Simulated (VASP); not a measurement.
# BaTiO3 (R3m) in VASP: single point with PBE+U

Aim: the single point of BaTiO3 with PBE+U.

Program: VASP 6.6.1. These are calculated values, not measurements. Logs are shortened: lines on timing, memory, paths and dates and some standing lists are left out, and cuts for length are marked.

## 1. The cell of the first run

The structure is trigonal, space group R3m (No. 160). Conventional cell: a = 5.892 Å, b = 5.892 Å, c = 6.827 Å, α = 90.00°, β = 90.00°, γ = 120.00°. Ba (site symmetry 3m) has 12 O at 2.78 to 2.95 Å and 8 Ti at 3.34 to 3.61 Å within 3.7 Å. Within 2.6 Å of Ti (site symmetry 3m) lie 6 O at 1.93 to 2.17 Å. O (site symmetry m) has 2 Ti at 1.93 to 2.17 Å within 2.6 Å.

## 2. Single point, PBE+U (strain +0.030 along x and y, -0.030 along z)

Input file INCAR:

```
PREC = Accurate ; ENCUT = 1340
EDIFF = 1E-6 ; ISMEAR = 0
SIGMA = 0.05 ; LREAL = F
LASPH = T ; NELM = 200
ALGO = Normal ; ISIF = 2
LWAVE = F ; LCHARG = F
LMAXMIX = 4 ; LDAU = T
LDAUTYPE = 2 ; LDAUL = -1 2 -1
LDAUU = 0 4 0 ; LDAUJ = 0 0 0
LDAUPRINT = 1 ; GGA = PE
NBANDS = 28 ; GGA_COMPAT = F
```

Input file KPOINTS:

```
Automatic mesh
0
Gamma
  6 6 6
```

Input file POSCAR:

```
BaTiO3
1.0
    2.9461832477      1.7009796911      2.2756719710
   -2.9461832477      1.7009796911      2.2756719710
    0.0000000000     -3.4019593823      2.2756719709
Ba Ti O
1 1 3
Direct
    0.0026800181      0.0026800181      0.0026800181
    0.5127992509      0.5127992509      0.5127992509
    0.4903227049      0.4903227049      0.9825753212
    0.4903227049      0.9825753212      0.4903227049
    0.9825753212      0.4903227049      0.4903227049
```

Potentials or basis: VASP PAW PBE potentials, release 64 (Ba_sv, Ti_sv, O_h).

Started as:

```console
> cat potpaw_PBE.64/Ba_sv/POTCAR potpaw_PBE.64/Ti_sv/POTCAR potpaw_PBE.64/O_h/POTCAR > POTCAR
> mpirun -np 1 vasp_std > vasp.out
```

OUTCAR:

```text
PREC = Accurate
   ENCUT = 1340
   EDIFF = 1E-6
   ISMEAR = 0
   LREAL = F
   LASPH = T
   NELM = 200
   ISIF = 2
   GGA = PE

 ion  position               nearest neighbor table
   1  0.003  0.003  0.003-   4 2.78   5 2.78   3 2.78   5 2.91   4 2.91   3 2.91   5 2.95   4 2.95
                             5 2.95   4 2.95   3 2.95   3 2.95   2 3.34   2 3.48   2 3.57   2 3.57
   2  0.513  0.513  0.513-   3 1.93   4 1.93   5 1.93   3 2.17   4 2.17   5 2.17   1 3.34   1 3.48
                             1 3.57   1 3.57   1 3.57   1 3.61   1 3.61   1 3.61
   3  0.490  0.490  0.983-   2 1.93   2 2.17   1 2.78   1 2.91   1 2.95   1 2.95
   4  0.490  0.983  0.490-   2 1.93   2 2.17   1 2.78   1 2.91   1 2.95   1 2.95
   5  0.983  0.490  0.490-   2 1.93   2 2.17   1 2.78   1 2.91   1 2.95   1 2.95

  LATTYP: Found a trigonal (rhomboedric) cell.
 ALAT       =     4.0929220073
 COS(alpha) =    -0.0362930108

  Lattice vectors:

 A1 = (   2.9461832477,   1.7009796911,   2.2756719710)
 A2 = (  -2.9461832477,   1.7009796911,   2.2756719710)
 A3 = (   0.0000000000,  -3.4019593823,   2.2756719709)

Analysis of symmetry for initial positions (statically):
=====================================================================
 Subroutine PRICEL returns:
 Original cell was already a primitive cell.

 Routine SETGRP: Setting up the symmetry group for a
 trigonal (rhombohedral) supercell.

 Subroutine GETGRP returns: Found  6 space group operations
 (whereof  6 operations were pure point group operations)
 out of a pool of 12 trial point group operations.

The static configuration has the point symmetry C_3v.

Analysis of symmetry for dynamics (positions and initial velocities):
=====================================================================
 Subroutine PRICEL returns:
 Original cell was already a primitive cell.

 Routine SETGRP: Setting up the symmetry group for a
 trigonal (rhombohedral) supercell.

 Subroutine GETGRP returns: Found  6 space group operations
 (whereof  6 operations were pure point group operations)
 out of a pool of 12 trial point group operations.

The dynamic configuration has the point symmetry C_3v.

[... 150 lines left out ...]

spin component  1

  0.1583  0.0000 -0.0000  0.0604 -0.0000
  0.0000  0.1807  0.0000  0.0000  0.0604
 -0.0000  0.0000  0.1093  0.0000  0.0000
  0.0604  0.0000  0.0000  0.1807  0.0000
 -0.0000  0.0604  0.0000  0.0000  0.1583

spin component  2

  0.1583  0.0000 -0.0000  0.0604 -0.0000
  0.0000  0.1807  0.0000  0.0000  0.0604
 -0.0000  0.0000  0.1093  0.0000  0.0000
  0.0604  0.0000  0.0000  0.1807  0.0000
 -0.0000  0.0604  0.0000  0.0000  0.1583

 occupancies and eigenvectors

  o =  0.1081  v = -0.7690  0.0000 -0.0000  0.6393 -0.0000  0.0000  0.0000  0.0000  0.0000  0.0000      0.0000  0.0000  0.0000  0.0000  0.0000  0.0000  0.0000  0.0000  0.0000  0.0000
  o =  0.1081  v =  0.0000  0.0000  0.0000  0.0000  0.0000 -0.7690  0.0000 -0.0000  0.6393 -0.0000      0.0000  0.0000  0.0000  0.0000  0.0000  0.0000  0.0000  0.0000  0.0000  0.0000
  o =  0.1081  v =  0.0000 -0.6393  0.0000 -0.0000  0.7690  0.0000  0.0000  0.0000  0.0000  0.0000      0.0000  0.0000  0.0000  0.0000  0.0000  0.0000  0.0000  0.0000  0.0000  0.0000
  o =  0.1081  v =  0.0000  0.0000  0.0000  0.0000  0.0000  0.0000 -0.6393  0.0000 -0.0000  0.7690      0.0000  0.0000  0.0000  0.0000  0.0000  0.0000  0.0000  0.0000  0.0000  0.0000
  o =  0.1093  v =  0.0000  0.0000  0.0000  0.0000  0.0000  0.0000  0.0000  1.0000  0.0000 -0.0000      0.0000  0.0000  0.0000  0.0000  0.0000  0.0000  0.0000  0.0000  0.0000  0.0000
  o =  0.1093  v =  0.0000  0.0000  1.0000  0.0000 -0.0000  0.0000  0.0000  0.0000  0.0000  0.0000      0.0000  0.0000  0.0000  0.0000  0.0000  0.0000  0.0000  0.0000  0.0000  0.0000
  o =  0.2309  v =  0.0000  0.0000  0.0000  0.0000  0.0000  0.0000  0.7690  0.0000  0.0000  0.6393      0.0000  0.0000  0.0000  0.0000  0.0000  0.0000  0.0000  0.0000  0.0000  0.0000
  o =  0.2309  v =  0.0000  0.7690  0.0000  0.0000  0.6393  0.0000  0.0000  0.0000  0.0000  0.0000      0.0000  0.0000  0.0000  0.0000  0.0000  0.0000  0.0000  0.0000  0.0000  0.0000
  o =  0.2309  v = -0.6393  0.0000  0.0000 -0.7690  0.0000  0.0000  0.0000  0.0000  0.0000  0.0000      0.0000  0.0000  0.0000  0.0000  0.0000  0.0000  0.0000  0.0000  0.0000  0.0000
  o =  0.2309  v =  0.0000  0.0000  0.0000  0.0000  0.0000 -0.6393  0.0000  0.0000 -0.7690  0.0000      0.0000  0.0000  0.0000  0.0000  0.0000  0.0000  0.0000  0.0000  0.0000  0.0000

 number of electron      40.0000003 magnetization

 Free energy of the ion-electron system (eV)
  ---------------------------------------------------
  ext. energy  EPLUGINS =         0.00000000
  ---------------------------------------------------
  free energy    TOTEN  =       -37.24377989 eV

  energy without entropy =      -37.24377989  energy(sigma->0) =      -37.24377989

 E-fermi :   4.1999     XC(G=0): -10.9181

 val. band max:        3.8440753786   @ k =   0.5000   0.5000   0.5000
 cond. band min:       6.2140154115   @ k =   0.0000   0.0000   0.0000
 fundamental gap:      2.3699400329
 Fermi energy:         4.1999115424

 k-point     1 :       0.0000    0.0000    0.0000
  band No.  band energies     occupation
      1     -53.9882      2.00000
      2     -30.1923      2.00000
      3     -30.1219      2.00000
      4     -30.1219      2.00000
      5     -21.1975      2.00000
      6     -12.9745      2.00000
[... 733 lines left out ...]
     27      11.6321      0.00000
     28      11.9715      0.00000

 [... further k-points ...]
[... 5 lines left out ...]
  --------------------------------------------------------------------------------------
  -------------------------------------------------------------------------------------
  Total       -2.3875187     -2.3875187      3.0512992      0.0000000     -0.0000000     -0.0000000
  in kB      -55.9033158    -55.9033158     71.4456146      0.0000000     -0.0000000     -0.0000000
  external PRESSURE =     -13.4536723 kB  Pullay stress =       0.0000000 kB

 VOLUME and BASIS-vectors are now :
 -----------------------------------------------------------------------------
  energy-cutoff  :     1340.00
  volume of cell :       68.43
      direct lattice vectors                 reciprocal lattice vectors
     2.946183248  1.700979691  2.275671971     0.169711100  0.097982749  0.146476881
    -2.946183248  1.700979691  2.275671971    -0.169711100  0.097982749  0.146476881
     0.000000000 -3.401959382  2.275671971     0.000000000 -0.195965499  0.146476881

 POSITION                                       TOTAL-FORCE (eV/Angst)
 -----------------------------------------------------------------------------------
      0.00000     -0.00000      0.01830         0.000000      0.000000     -0.040139
      0.00000     -0.00000      3.50089         0.000000      0.000000     -0.400500
      0.00000     -1.67462      4.46765         0.000000     -0.002650      0.146880
     -1.45027      0.83731      4.46765        -0.002295      0.001325      0.146880
      1.45027      0.83731      4.46765         0.002295      0.001325      0.146880
 -----------------------------------------------------------------------------------
    total drift:                               -0.000000     -0.000000     -0.001379

  FREE ENERGIE OF THE ION-ELECTRON SYSTEM (eV)
  ---------------------------------------------------
  free  energy   TOTEN  =       -37.2437798936 eV

  energy  without entropy=      -37.2437798936  energy(sigma->0) =      -37.24377989
```

OSZICAR:

```text
N       E                     dE             d eps       ncg     rms          rms(c)
DAV:   1     0.672933901916E+03    0.67293E+03   -0.35079E+04  1792   0.308E+03
DAV:   2     0.840111398583E+02   -0.58892E+03   -0.56305E+03  1840   0.636E+02
DAV:   3    -0.401526171951E+02   -0.12416E+03   -0.11808E+03  2804   0.215E+02
DAV:   4    -0.489036797607E+02   -0.87511E+01   -0.87128E+01  2412   0.550E+01
DAV:   5    -0.492704285757E+02   -0.36675E+00   -0.36643E+00  2864   0.111E+01    0.229E+01
DAV:   6    -0.370898880908E+02    0.12181E+02   -0.58496E+01  2804   0.660E+01    0.895E+00
DAV:   7    -0.373376131755E+02   -0.24773E+00   -0.89025E+00  2508   0.179E+01    0.565E+00
DAV:   8    -0.372245563732E+02    0.11306E+00   -0.10898E+00  2368   0.902E+00    0.240E+00
DAV:   9    -0.372584585772E+02   -0.33902E-01   -0.26021E-01  2316   0.350E+00    0.122E+00
DAV:  10    -0.372542391318E+02    0.42194E-02   -0.13110E-01  2460   0.236E+00    0.841E-01
DAV:  11    -0.372463892609E+02    0.78499E-02   -0.77129E-02  2672   0.228E+00    0.417E-01
DAV:  12    -0.372441416694E+02    0.22476E-02   -0.59827E-03  2232   0.705E-01    0.182E-01
DAV:  13    -0.372440103185E+02    0.13135E-03   -0.65544E-03  2636   0.528E-01    0.132E-01
DAV:  14    -0.372437893641E+02    0.22095E-03   -0.11708E-03  2520   0.235E-01    0.473E-02
DAV:  15    -0.372437853001E+02    0.40639E-05   -0.73897E-05  2280   0.572E-02    0.284E-02
DAV:  16    -0.372437799759E+02    0.53243E-05   -0.16081E-05  2376   0.371E-02    0.105E-02
DAV:  17    -0.372437798936E+02    0.82249E-07   -0.75565E-06  2452   0.248E-02
   1 F= -.37243780E+02 E0= -.37243780E+02  d E =-.131796E-25
```

stdout:

```text
POSCAR found type information on POSCAR BaTiO
 POSCAR found :  3 types and       5 ions
 scaLAPACK will be used
 LDA part: xc-table for (Slater+PW92), standard interpolation
 POSCAR, INCAR and KPOINTS ok, starting setup
 FFT: planning ... GRIDC
 FFT: planning ... GRID_SOFT
 FFT: planning ... GRID
 WAVECAR not read
 entering main loop
```

Run time: 4.7 min. Hardware: 1 thread of Intel Xeon Platinum 8259CL at 2.50GHz (Skylake/Cascade Lake), shared host; peak memory 0.53 GiB.

Results:

- Free energy: -37.2438 eV
- Pressure: -1.3 GPa
- Largest force: 0.401 eV/Å
- Band gap on the k mesh: 2.37 eV (least direct gap 2.72 eV)

Forces in eV/Å, atoms in the order of the input:
```
Ba   0.000  0.000 -0.040
Ti   0.000  0.000 -0.401
O    0.000 -0.003  0.147
O   -0.002  0.001  0.147
O    0.002  0.001  0.147
```

Stress tensor (GPa, compression positive):
```
-5.59  0.00  0.00
 0.00 -5.59  0.00
 0.00  0.00  7.14
```

Levels at points of the mesh, in eV from the valence-band top:
| k point | band 18 | band 19 | band 20 | band 21 | band 22 | band 23 |
| --- | --- | --- | --- | --- | --- | --- |
| (0.00, 0.00, 0.00) | -0.55 | -0.55 | -0.35 | 2.37 | 2.47 | 2.47 |
| (0.50, 0.00, 0.00) | -1.54 | -1.06 | -0.83 | 2.60 | 3.67 | 3.74 |
| (0.50, 0.50, 0.00) | -1.00 | -0.93 | -0.13 | 3.66 | 3.81 | 4.13 |
| (0.50, 0.50, 0.50) | -0.08 | -0.08 | 0.00 | 4.12 | 4.37 | 4.37 |

Eigenvalues of the final occupation matrices:
```tsv
site	spin	trace	eigenvalues
site 2 d	1	0.79	0.11 0.11 0.11 0.23 0.23
site 2 d	2	0.79	0.11 0.11 0.11 0.23 0.23
```

Caveat: the cell differs from its parent crystal (strain +0.030 along x and y, -0.030 along z); the stress differs along the axes, from -6 to 7 GPa; spin-orbit coupling is left out, which moves the levels of the heavy elements. A k mesh can miss the band edges.
